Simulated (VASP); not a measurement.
# SrTiO3 (a cell with a defect) in VASP: notebook, part 2 of 2

VASP 6.6.1.

### 3 Single point, r2SCAN

Input file POSCAR:

```
SrTiO3
1.0
    7.7828210000      0.0000000000      0.0000000000
    0.0000000000      7.7828210000      0.0000000000
    0.0000000000      0.0000000000      7.7828210000
Ti Sr O
8 8 24
Direct
    0.1037230000      0.0828440000      0.9904260000
    0.2694320000      0.2629490000      0.7323420000
    0.2482540000      0.7526900000      0.2571720000
    0.2522000000      0.7474340000      0.7627970000
    0.7519870000      0.2562380000      0.2623190000
    0.7555000000      0.2520400000      0.7656500000
    0.7574000000      0.7664200000      0.2505480000
    0.7523330000      0.7568000000      0.7620880000
    0.9768600000      0.9823840000      0.5177410000
    0.9949690000      0.5094580000      0.0035150000
    0.9809580000      0.5291490000      0.5076090000
    0.5183870000      0.9948920000      0.0013380000
    0.5039780000      0.9916210000      0.5092720000
    0.5118500000      0.5055480000      0.0129990000
    0.5194300000      0.5209320000      0.5067520000
    0.2401640000      0.2589350000      0.2835240000
    0.2655130000      0.2662010000      0.9809970000
    0.2199840000      0.1535440000      0.5410520000
    0.2515100000      0.6885340000      0.9875440000
    0.2461590000      0.7914740000      0.4963730000
    0.7000430000      0.2525670000      0.9911350000
    0.8115310000      0.2550270000      0.4955130000
    0.7362480000      0.7476370000      0.0005840000
    0.7441550000      0.7444280000      0.5014440000
    0.9729270000      0.1886390000      0.1538800000
    0.9985780000      0.2211400000      0.8017650000
    0.9870370000      0.7919070000      0.2507870000
    0.9946330000      0.7472400000      0.7504920000
    0.5242660000      0.2869820000      0.2891030000
    0.5046540000      0.2539310000      0.7071300000
    0.4908270000      0.7270520000      0.2506870000
    0.4958420000      0.7396440000      0.7472550000
    0.2478840000      0.9812700000      0.1579000000
    0.2509090000      0.9855810000      0.8107800000
    0.1810580000      0.5329690000      0.2711280000
    0.2401910000      0.4927250000      0.6905550000
    0.7077350000      0.0005320000      0.2653860000
    0.7322330000      0.9967260000      0.7409240000
    0.7841940000      0.5001210000      0.2435220000
    0.7558880000      0.4957120000      0.7520230000
```

Input file INCAR.step1:

```
SYSTEM = SrTiO3
ALGO     = Normal         ! electronic algorithm
EDIFF    = 1E-4           ! SCF threshold, eV
ENCUT    = 520            ! plane-wave cutoff, eV
GGA      = PE             ! functional
ISMEAR   = -1             ! smearing method
ISYM     = 0            
LASPH    = .TRUE.         ! aspherical terms in the spheres
LCHARG   = .FALSE.        ! write CHGCAR
LREAL    = Auto         
LWAVE    = .TRUE.         ! write WAVECAR
NBANDS   = 186            ! bands
NELM     = 60             ! most SCF steps
PREC     = Accurate       ! precision mode
SIGMA    = 0.05           ! smearing width, eV
```

Input file INCAR.step2:

```
SYSTEM = SrTiO3
ALGO     = Normal         ! electronic algorithm
EDIFF    = 1E-6           ! SCF threshold, eV
ENCUT    = 520            ! plane-wave cutoff, eV
ISIF     = 2              ! what is computed and relaxed
ISMEAR   = -1             ! smearing method
ISTART   = 1            
ISYM     = 0            
LASPH    = .TRUE.         ! aspherical terms in the spheres
LCHARG   = .TRUE.         ! write CHGCAR
LELF     = .TRUE.         ! ELF
LMIXTAU  = .TRUE.       
LREAL    = Auto         
LVHAR    = .TRUE.       
LWAVE    = .FALSE.        ! write WAVECAR
METAGGA  = R2SCAN         ! meta-GGA
NBANDS   = 186            ! bands
NELM     = 60             ! most SCF steps
PREC     = Accurate       ! precision mode
SIGMA    = 0.05           ! smearing width, eV
```

Input file KPOINTS:

```
Automatic mesh
0
Gamma
  1 1 1
  0.25 0.25 0.25
```

Potentials or basis: VASP PAW PBE potentials, release 64 (Ti_sv, Sr_sv, O).

The run is started by

```
$ cat potpaw_PBE.64/Ti_sv/POTCAR potpaw_PBE.64/Sr_sv/POTCAR potpaw_PBE.64/O/POTCAR > POTCAR
$ cp INCAR.step1 INCAR
$ mpirun -np 1 vasp_std > vasp.out
$ cp INCAR.step2 INCAR
$ mpirun -np 1 vasp_std > vasp.out
```

OUTCAR:

```text
SYSTEM = SrTiO3
   EDIFF = 1E-6
   ENCUT = 520
   ISIF = 2
   ISMEAR = -1
   ISTART = 1
   ISYM = 0
   LASPH = .TRUE.
   LREAL = Auto
   METAGGA = R2SCAN
   NELM = 60
   PREC = Accurate

 ion  position               nearest neighbor table
   1  0.104  0.083  0.990-  25 1.83  33 1.89  17 1.90  34 1.96  26 2.00   2 2.77  16 2.87  12 3.30
                            10 3.43   9 3.89
   2  0.269  0.263  0.732-  18 1.76  36 1.83  30 1.84  17 1.94  26 2.20  34 2.25   1 2.77  13 3.29
                            15 3.30  14 3.45  16 3.50  11 3.52  12 3.53  10 3.56   9 3.57
[... 967 lines left out ...]
  Total       38.8923115     36.7151015     36.7723912      3.1364155     -0.3994708      1.2418655
  in kB      132.1792283    124.7797726    124.9744768     10.6594070     -1.3576396      4.2205983
  external PRESSURE =     127.3111592 kB  Pullay stress =       0.0000000 kB

 VOLUME and BASIS-vectors are now :
 -----------------------------------------------------------------------------
  energy-cutoff  :      520.00
  volume of cell :      471.42
      direct lattice vectors                 reciprocal lattice vectors
     7.782821000  0.000000000  0.000000000     0.128488115  0.000000000  0.000000000
     0.000000000  7.782821000  0.000000000     0.000000000  0.128488115  0.000000000
     0.000000000  0.000000000  7.782821000     0.000000000  0.000000000  0.128488115

 POSITION                                       TOTAL-FORCE (eV/Angst)
 -----------------------------------------------------------------------------------
      0.80726      0.64476      7.70831        -0.136956     -0.197904     -0.012185
      2.09694      2.04648      5.69969        -0.138545     -0.053970      0.083933
      1.93212      5.85805      2.00152        -0.111387      0.026721     -0.167850
      1.96283      5.81715      5.93671        -0.133572     -0.065023     -0.106360
      5.85258      1.99425      2.04158        -0.004205     -0.154223     -0.199082
      5.87992      1.96158      5.95892        -0.064648     -0.117813     -0.141715
[... 32 lines left out ...]
      6.10324      3.89235      1.89529        -0.017816      0.065571      0.032106
      5.88294      3.85804      5.85286         0.001982      0.092909      0.065296
 -----------------------------------------------------------------------------------
    total drift:                               -0.017667      0.002632      0.026652

  FREE ENERGIE OF THE ION-ELECTRON SYSTEM (eV)
  ---------------------------------------------------
  free  energy   TOTEN  =      -499.6669784719 eV

  energy  without entropy=     -499.6669784718  energy(sigma->0) =     -499.66697847
```

OUTCAR.step1:

```text
SYSTEM = SrTiO3
   EDIFF = 1E-4
   ENCUT = 520
   GGA = PE
   ISMEAR = -1
   ISYM = 0
[... 997 lines left out ...]
      5.87992      1.96158      5.95892         0.004832     -0.079783     -0.132784
[... 32 lines left out ...]
      6.10324      3.89235      1.89529         0.017252      0.060127     -0.003415
      5.88294      3.85804      5.85286        -0.009225      0.080448      0.048810
 -----------------------------------------------------------------------------------
    total drift:                               -0.015195     -0.000652      0.009637

  FREE ENERGIE OF THE ION-ELECTRON SYSTEM (eV)
  ---------------------------------------------------
  free  energy   TOTEN  =      -314.1167831335 eV

  energy  without entropy=     -314.1167831335  energy(sigma->0) =     -314.11678313
```

Run time: 22 min. Hardware: 1 thread of AMD EPYC 9R45 (Zen 5), shared host; peak memory 0.66 GiB.

Results:

```yaml
Free_energy: -499.6670 eV
Pressure: 12.7 GPa
Largest_force: 0.252 eV/Å
Band_gap_on_the_k_mesh: 3.03 eV
```

Forces in eV/Å, atoms in the order of the input:
```
Ti  -0.137 -0.198 -0.012
Ti  -0.139 -0.054  0.084
Ti  -0.111  0.027 -0.168
Ti  -0.134 -0.065 -0.106
Ti  -0.004 -0.154 -0.199
Ti  -0.065 -0.118 -0.142
Ti  -0.105 -0.115 -0.130
Ti  -0.073 -0.144 -0.073
Sr   0.014  0.047 -0.078
Sr  -0.012 -0.037 -0.072
Sr   0.024 -0.081  0.016
Sr   0.004  0.003 -0.025
Sr  -0.056  0.008 -0.048
Sr  -0.069 -0.068 -0.027
Sr  -0.071 -0.063 -0.077
Sr  -0.029 -0.037  0.041
O    0.085  0.081 -0.066
O    0.072  0.080  0.078
O    0.031  0.053  0.034
O    0.041 -0.041  0.105
O    0.024  0.033  0.094
O    0.003  0.018  0.098
O    0.064  0.036  0.066
O    0.000  0.079  0.067
O   -0.047  0.005  0.083
O    0.063 -0.007 -0.002
O    0.065  0.048 -0.037
O    0.107  0.107  0.084
O    0.062 -0.032 -0.016
O    0.033  0.045 -0.009
O    0.047  0.071  0.046
O    0.076  0.030  0.079
O    0.008 -0.031  0.116
O   -0.034  0.028  0.000
O    0.116  0.067  0.011
O    0.044  0.047 -0.003
O    0.042  0.072  0.031
O    0.075  0.103  0.058
O   -0.018  0.066  0.032
O    0.002  0.093  0.065
```

Caveat: the k points lie up to 0.81 Å⁻¹ apart; the PAW data sets were made with another functional, which shifts forces and pressure a little.
